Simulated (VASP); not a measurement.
# PbSe (Fm-3m) in VASP: a series of runs

Runs on PbSe. Level: PBE0. Tasks: single point.

All numbers are computed with VASP 6.6.1; they aren't measurements. Logs are shortened: lines on timing, memory, paths and dates and some standing lists are left out, and cuts for length are marked.

## 1. The cell of the first run

It takes space group Fm-3m (No. 225, cubic). The conventional cell has a = 6.162 Å, b = 6.162 Å, c = 6.162 Å, α = 90.00°, β = 90.00°, γ = 90.00°. Within 4.1 Å of Pb (site symmetry m-3m) lie 6 Se at 3.08 Å. Se (site symmetry m-3m) has 6 Pb at 3.08 Å within 4.1 Å.

## 2. Single point, PBE0

POSCAR

```
PbSe
1.0
    0.0000000000      3.0809197960      3.0809197960
    3.0809197960      0.0000000000      3.0809197960
    3.0809197960      3.0809197960      0.0000000000
Pb Se
1 1
Direct
    0.0000000000      0.0000000000      0.0000000000
    0.5000000000      0.5000000000      0.5000000000
```

INCAR.step1

```
SYSTEM = PbSe
ALGO     = Normal         ! electronic algorithm
EDIFF    = 1E-5           ! SCF threshold, eV
ENCUT    = 520            ! plane-wave cutoff, eV
GGA      = PE             ! functional
ISIF     = 2              ! what is computed and relaxed
ISMEAR   = -1             ! smearing method
LASPH    = .TRUE.         ! aspherical terms in the spheres
LREAL    = .FALSE.        ! projectors in reciprocal space
LWAVE    = .TRUE.         ! write WAVECAR
NBANDS   = 17             ! bands
NELM     = 80             ! most SCF steps
PREC     = Accurate       ! precision mode
SIGMA    = 0.05           ! smearing width, eV
```

INCAR.step2

```
SYSTEM = PbSe
AEXX     = 0.25           ! exact-exchange fraction
ALGO     = Normal         ! electronic algorithm
EDIFF    = 1E-6           ! SCF threshold, eV
ENCUT    = 520            ! plane-wave cutoff, eV
GGA      = PE             ! functional
ISIF     = 2              ! what is computed and relaxed
ISMEAR   = -1             ! smearing method
ISTART   = 1            
LASPH    = .TRUE.         ! aspherical terms in the spheres
LCHARG   = .TRUE.         ! write CHGCAR
LELF     = .TRUE.         ! ELF
LHFCALC  = .TRUE.         ! exact exchange
LREAL    = .FALSE.        ! projectors in reciprocal space
LVHAR    = .TRUE.       
LWAVE    = .FALSE.        ! write WAVECAR
NBANDS   = 17             ! bands
NELM     = 80             ! most SCF steps
PREC     = Accurate       ! precision mode
PRECFOCK = Normal       
SIGMA    = 0.05           ! smearing width, eV
```

KPOINTS

```
k-points
0
G
  4 4 4
  0 0 0
```

Potentials or basis: VASP PAW PBE potentials, release 64 (Pb_d, Se).

Command:

```
cat potpaw_PBE.64/Pb_d/POTCAR potpaw_PBE.64/Se/POTCAR > POTCAR
cp INCAR.step1 INCAR
mpirun -np 1 vasp_std > vasp.out
cp INCAR.step2 INCAR
mpirun -np 1 vasp_std > vasp.out
```

OUTCAR:

```text
SYSTEM = PbSe
   AEXX = 0.25
   EDIFF = 1E-6
   ENCUT = 520
   GGA = PE
   ISIF = 2
   ISMEAR = -1
   ISTART = 1
   LASPH = .TRUE.
   LHFCALC = .TRUE.
   LREAL = .FALSE.
   NELM = 80
   PREC = Accurate
   PRECFOCK = Normal

 ion  position               nearest neighbor table
   1  0.000  0.000  0.000-   2 3.08   2 3.08   2 3.08   2 3.08   2 3.08   2 3.08
   2  0.500  0.500  0.500-   1 3.08   1 3.08   1 3.08   1 3.08   1 3.08   1 3.08

  LATTYP: Found a face centered cubic cell.
 ALAT       =     6.1618395920

  Lattice vectors:

 A1 = (   0.0000000000,   3.0809197960,   3.0809197960)
 A2 = (   3.0809197960,   0.0000000000,   3.0809197960)
 A3 = (   3.0809197960,   3.0809197960,   0.0000000000)

Analysis of symmetry for initial positions (statically):
=====================================================================
 Subroutine PRICEL returns:
 Original cell was already a primitive cell.

 Routine SETGRP: Setting up the symmetry group for a
 face centered cubic supercell.

 Subroutine GETGRP returns: Found 48 space group operations
 (whereof 48 operations were pure point group operations)
 out of a pool of 48 trial point group operations.

The static configuration has the point symmetry O_h .

Analysis of symmetry for dynamics (positions and initial velocities):
=====================================================================
 Subroutine PRICEL returns:
 Original cell was already a primitive cell.

 Routine SETGRP: Setting up the symmetry group for a
 face centered cubic supercell.

 Subroutine GETGRP returns: Found 48 space group operations
 (whereof 48 operations were pure point group operations)
 out of a pool of 48 trial point group operations.

The dynamic configuration has the point symmetry O_h .

 Subroutine INISYM returns: Found 48 space group operations
 (whereof 48 operations are pure point group operations),
 and found     1 'primitive' translations

----------------------------------------------------------------------------------------

                                     Primitive cell

  volume of cell :      58.4886

  direct lattice vectors                    reciprocal lattice vectors
     0.000000000  3.080919796  3.080919796    -0.162289197  0.162289197  0.162289197
     3.080919796  0.000000000  3.080919796     0.162289197 -0.162289197  0.162289197
     3.080919796  3.080919796  0.000000000     0.162289197  0.162289197 -0.162289197

  length of vectors
     4.357078560  4.357078560  4.357078560     0.281093135  0.281093135  0.281093135

  position of ions in fractional coordinates (direct lattice)
     0.000000000  0.000000000  0.000000000
     0.500000000  0.500000000  0.500000000

  ion indices of the primitive-cell ions
   primitive index   ion index
                 1           1
                 2           2

----------------------------------------------------------------------------------------

 KPOINTS: k-points

Automatic generation of k-mesh.
 Grid dimensions read from file:
 generate k-points for:    4    4    4

 Generating k-lattice:

  Cartesian coordinates                     Fractional coordinates (reciprocal lattice)
    -0.040572299  0.040572299  0.040572299     0.250000000  0.000000000  0.000000000
     0.040572299 -0.040572299  0.040572299     0.000000000  0.250000000  0.000000000
     0.040572299  0.040572299 -0.040572299     0.000000000  0.000000000  0.250000000

  Length of vectors
     0.070273284  0.070273284  0.070273284

  Shift w.r.t. Gamma in fractional coordinates (k-lattice)
     0.000000000  0.000000000  0.000000000

 Subroutine IBZKPT returns following result:
 ===========================================

 Found      8 irreducible k-points:

 Following reciprocal coordinates:
            Coordinates               Weight
  0.000000  0.000000  0.000000      1.000000
  0.250000  0.000000  0.000000      8.000000
  0.500000  0.000000  0.000000      4.000000
  0.250000  0.250000  0.000000      6.000000
  0.500000  0.250000  0.000000     24.000000
 -0.250000  0.250000  0.000000     12.000000
  0.500000  0.500000  0.000000      3.000000
 -0.250000  0.500000  0.250000      6.000000
   k-points           NKPTS =      8   k-points in BZ     NKDIM =     64   number of bands    NBANDS=     17
   number of dos      NEDOS =    301   number of ions     NIONS =      2
   total plane-waves  NPLWV =  32768
   dimension x,y,z NGX =    32 NGY =   32 NGZ =   32
   dimension x,y,z NGXF=    64 NGYF=   64 NGZF=   64
   ions per type =               1   1
   NGX,Y,Z   is equivalent  to a cutoff of  12.21, 12.21, 12.21 a.u.
   NGXF,Y,Z  is equivalent  to a cutoff of  24.42, 24.42, 24.42 a.u.
 SYSTEM =  PbSe
   PREC   = accura    normal or accurate (medium, high low for compatibility)
   ISTART =      1    job   : 0-new  1-cont  2-samecut
   ICHARG =      0    charge: 1-file 2-atom 10-const
   ISPIN  =      1    spin polarized calculation?
   LNONCOLLINEAR =      F non collinear calculations
   LSORBIT =      F    spin-orbit coupling
   LASPH  =      T    aspherical Exc in radial PAW
   ENCUT  =  520.0 eV  38.22 Ry    6.18 a.u.   8.10  8.10  8.10*2*pi/ulx,y,z
   NELM   =     80;   NELMIN=  2; NELMDL=  0     # of ELM steps
   EDIFF  = 0.1E-05   stopping-criterion for ELM
   LREAL  =      F    real-space projection
   EDIFFG = 0.1E-04   stopping-criterion for IOM
   NSW    =      0    number of steps for IOM
   IBRION =     -1    ionic relax: 0-MD 1-quasi-New 2-CG
   NFREE  =      0    steps in history (QN), initial steepest desc. (CG)
   ISIF   =      2    stress and relaxation
   ISYM   =      3    0-nonsym 1-usesym 2-fastsym
   POTIM  = 0.5000    time-step for ionic-motion
   TEBEG  =    0.0;   TEEND  =   0.0 temperature during run
   PSTRESS=    0.0 pullay stress
   NELECT =      20.0000    total number of electrons
   NUPDOWN=      -1.0000    fix difference up-down
   EMIN   =  10.00;   EMAX   =-10.00  energy-range for DOS
   EFERMI =   0.00;   METHOD = LEGACY
   ISMEAR =    -1;   SIGMA  =   0.05  broadening in eV -4-tet -1-fermi 0-gaus
   EFERMI_NEDOS =   21; number of points for ismear=-14 and -15
   IALGO  =     38    algorithm
   IMIX   =      1    mixing-type and parameters
     AMIX     =   0.40;   BMIX     =  1.00
     AMIX_MAG =   1.60;   BMIX_MAG =  1.00
  volume/ion in A,a.u.               =      29.24       197.35
  Fermi-wavevector in a.u.,A,eV,Ry     =   1.144795  2.163349 17.831195  1.310556
  Thomas-Fermi vector in A             =   2.281486
   LORBIT       =      0    0 simple, 1 ext, 2 COOP (PROOUT), +10 PAW based schemes
   GGA     = PE    functional components
   LHFCALC =     T    Hartree Fock is set to
   PRECFOCK=normal    Normal, Fast or Accurate (Low or Medium for compatibility)
   ENCUT4O =  -1.0   cutoff for four orbital integrals eV
   NKREDX  =     1    reduce k-point grid by
   NKREDY  =     1    reduce k-point grid by
   NKREDZ  =     1    reduce k-point grid by
   AEXX    =    0.2500 exact exchange contribution
   HFSCREEN=    0.0000 screening length (either q_TF or 0.3 A-1)
   HFSCREENC=   0.0000 screening length for correlation (either q_TF or 0.3 A-1)
   ENCUTFOCK=  -1.0 apply spherical cutoff to Coloumb kernel
   IVDW    =     0    specifies the selected vdW correction
   LEPSILON=     F    determine dielectric tensor
   LRPA    =     F    only Hartree local field effects (RPA)
 non-spin polarized calculation
  energy-cutoff  :      520.00
  volume of cell :       58.49
 maximum number of plane-waves:      1604
  NGX = 28; NGY = 28; NGZ = 28

 number of electron      19.9999994 magnetization

 Free energy of the ion-electron system (eV)
  ---------------------------------------------------
  ext. energy  EPLUGINS =         0.00000000
  ---------------------------------------------------
  free energy    TOTEN  =       -10.77230599 eV

  energy without entropy =      -10.77230588  energy(sigma->0) =      -10.77230593

 E-fermi :   4.8960     XC(G=0):  -7.4745

 val. band max:        4.1767468689   @ k =   0.5000   0.0000   0.0000
 cond. band min:       5.6152005079   @ k =   0.5000   0.0000   0.0000
 fundamental gap:      1.4384536391
 Fermi energy:         4.8959863121

 k-point     1 :       0.0000    0.0000    0.0000
  band No.  band energies     occupation
      1     -14.4779      2.00000
      2     -14.4779      2.00000
      3     -14.4721      2.00000
      4     -14.4721      2.00000
      5     -14.4721      2.00000
      6     -10.7463      2.00000
[... 9 lines left out ...]
     16      12.0986      0.00000
     17      13.7718      0.00000

 k-point     2 :       0.2500    0.0000    0.0000
  band No.  band energies     occupation
      1     -14.4904      2.00000
      2     -14.4904      2.00000
      3     -14.4708      2.00000
      4     -14.4578      2.00000
      5     -14.4578      2.00000
      6     -10.2734      2.00000
[... 9 lines left out ...]
     16      13.3816      0.00000
     17      16.8921      0.00000

 k-point     3 :       0.5000    0.0000    0.0000
  band No.  band energies     occupation
      1     -14.5036      2.00000
      2     -14.5036      2.00000
      3     -14.4701      2.00000
      4     -14.4428      2.00000
      5     -14.4428      2.00000
      6      -9.6145      2.00000
[... 9 lines left out ...]
     16      15.9824      0.00000
     17      15.9824      0.00000

 k-point     4 :       0.2500    0.2500    0.0000
  band No.  band energies     occupation
      1     -14.5265      2.00000
      2     -14.4805      2.00000
      3     -14.4692      2.00000
      4     -14.4524      2.00000
      5     -14.4524      2.00000
      6     -10.0995      2.00000
[... 9 lines left out ...]
     16      15.3416      0.00000
     17      15.3434      0.00000

 k-point     5 :       0.5000    0.2500    0.0000
  band No.  band energies     occupation
      1     -14.5512      2.00000
      2     -14.4808      2.00000
      3     -14.4733      2.00000
      4     -14.4463      2.00000
      5     -14.4384      2.00000
      6      -9.4343      2.00000
[... 9 lines left out ...]
     16      16.5372      0.00000
     17      17.1438      0.00000

 k-point     6 :      -0.2500    0.2500    0.0000
  band No.  band energies     occupation
      1     -14.5163      2.00000
      2     -14.4953      2.00000
      3     -14.4626      2.00000
      4     -14.4529      2.00000
      5     -14.4506      2.00000
      6      -9.6651      2.00000
[... 9 lines left out ...]
     16      15.2112      0.00000
     17      16.1240      0.00000

 k-point     7 :       0.5000    0.5000    0.0000
  band No.  band energies     occupation
      1     -14.6028      2.00000
      2     -14.4889      2.00000
      3     -14.4607      2.00000
      4     -14.4313      2.00000
      5     -14.4313      2.00000
      6      -9.2270      2.00000
[... 9 lines left out ...]
     16      17.3631      0.00000
     17      18.5314      0.00000

 k-point     8 :      -0.2500    0.5000    0.2500
  band No.  band energies     occupation
      1     -14.5678      2.00000
      2     -14.4812      2.00000
      3     -14.4610      2.00000
      4     -14.4610      2.00000
      5     -14.4313      2.00000
      6      -9.1962      2.00000
[... 9 lines left out ...]
     16      17.6086      0.00000
     17      18.4828      0.00000

------------------------ aborting loop because EDIFF is reached ----------------------------------------

  FORCE on cell =-STRESS in cart. coord.  units (eV):
  Direction    XX          YY          ZZ          XY          YZ          ZX
  --------------------------------------------------------------------------------------
  -------------------------------------------------------------------------------------
  Total        0.0191937      0.0191937      0.0191937      0.0000000     -0.0000000      0.0000000
  in kB        0.5257741      0.5257741      0.5257741      0.0000000     -0.0000000      0.0000000
  external PRESSURE =       0.5257741 kB  Pullay stress =       0.0000000 kB

 VOLUME and BASIS-vectors are now :
 -----------------------------------------------------------------------------
  energy-cutoff  :      520.00
  volume of cell :       58.49
      direct lattice vectors                 reciprocal lattice vectors
     0.000000000  3.080919796  3.080919796    -0.162289197  0.162289197  0.162289197
     3.080919796  0.000000000  3.080919796     0.162289197 -0.162289197  0.162289197
     3.080919796  3.080919796  0.000000000     0.162289197  0.162289197 -0.162289197

 POSITION                                       TOTAL-FORCE (eV/Angst)
 -----------------------------------------------------------------------------------
      0.00000      0.00000      0.00000         0.000000     -0.000000     -0.000000
      3.08092      3.08092      3.08092        -0.000000      0.000000      0.000000
 -----------------------------------------------------------------------------------
    total drift:                               -0.000001     -0.000000     -0.000001

  FREE ENERGIE OF THE ION-ELECTRON SYSTEM (eV)
  ---------------------------------------------------
  free  energy   TOTEN  =       -10.7723059880 eV

  energy  without entropy=      -10.7723058791  energy(sigma->0) =      -10.77230593
```

It took 14 min on 1 thread of Intel Xeon Platinum 8488C (Sapphire Rapids), shared host; peak memory 0.19 GiB.

What came out:

```yaml
Free_energy: -10.7723 eV
Pressure: 0.1 GPa
Band_gap_on_the_k_mesh: 1.44 eV
```

Caveat: the k points lie up to 0.44 Å⁻¹ apart; the PAW data sets were made with another functional, which shifts forces and pressure a little; spin-orbit coupling is left out, which moves the levels of the heavy elements. A k mesh can miss the band edges.

## 3. Single point, PBE0

This run uses another cell than the first one, of 29.82 Å³/atom.

POSCAR

```
PbSe
1.0
    0.0000000000      3.1009263293      3.1009263293
    3.1009263293      0.0000000000      3.1009263293
    3.1009263293      3.1009263293      0.0000000000
Pb Se
1 1
Direct
    0.0000000000      0.0000000000      0.0000000000
    0.5000000000      0.5000000000      0.5000000000
```

INCAR.step1

```
PREC = Accurate ; ENCUT = 520
EDIFF = 1E-5 ; ISMEAR = -1
SIGMA = 0.05 ; LREAL = False
LASPH = True ; NELM = 100
ALGO = Normal ; ISIF = 2
LWAVE = True ; GGA = PE
NBANDS = 17
```

INCAR.step2

```
PREC = Accurate ; ENCUT = 520
EDIFF = 1E-6 ; ISMEAR = -1
SIGMA = 0.05 ; LREAL = False
LASPH = True ; NELM = 100
ALGO = Normal ; ISIF = 2
LWAVE = False ; LCHARG = True
GGA = PE ; LHFCALC = True
AEXX = 0.25 ; PRECFOCK = Normal
LELF = True ; LVHAR = True
ISTART = 1 ; NBANDS = 17
```

KPOINTS

```
Automatic mesh
0
Gamma
  4 4 4
```

Potentials or basis: VASP PAW PBE potentials, release 64 (Pb_d, Se).

Command:

```
cat potpaw_PBE.64/Pb_d/POTCAR potpaw_PBE.64/Se/POTCAR > POTCAR
cp INCAR.step1 INCAR
mpirun -np 1 vasp_std > vasp.out
cp INCAR.step2 INCAR
mpirun -np 1 vasp_std > vasp.out
```

Wall time 16 min (1 thread of Intel Xeon Platinum 8488C (Sapphire Rapids), shared host); peak memory 0.21 GiB.

The run converged. Its results:

```
Free energy            : -10.7696 eV
Pressure               : -0.9 GPa
Band gap on the k mesh : 1.51 eV
```

Levels at points of the mesh, in eV from the valence-band top:
```csv
k point,band 6,band 7,band 8,band 9,band 10,band 11,band 12,band 13,band 14,band 15
"(0.00, 0.00, 0.00)",-14.73,-6.74,-2.00,-2.00,-2.00,6.15,6.15,6.15,7.98,7.98
"(0.50, 0.00, 0.00)",-13.64,-9.42,-1.59,-1.59,0.00,1.51,2.98,2.98,10.00,11.71
"(0.50, 0.50, 0.00)",-13.29,-7.87,-5.30,-3.43,-3.43,5.04,7.08,7.08,7.53,12.91
```

Caveat: the k points lie up to 0.44 Å⁻¹ apart; the PAW data sets were made with another functional, which shifts forces and pressure a little; spin-orbit coupling is left out, which moves the levels of the heavy elements. A k mesh can miss the band edges.
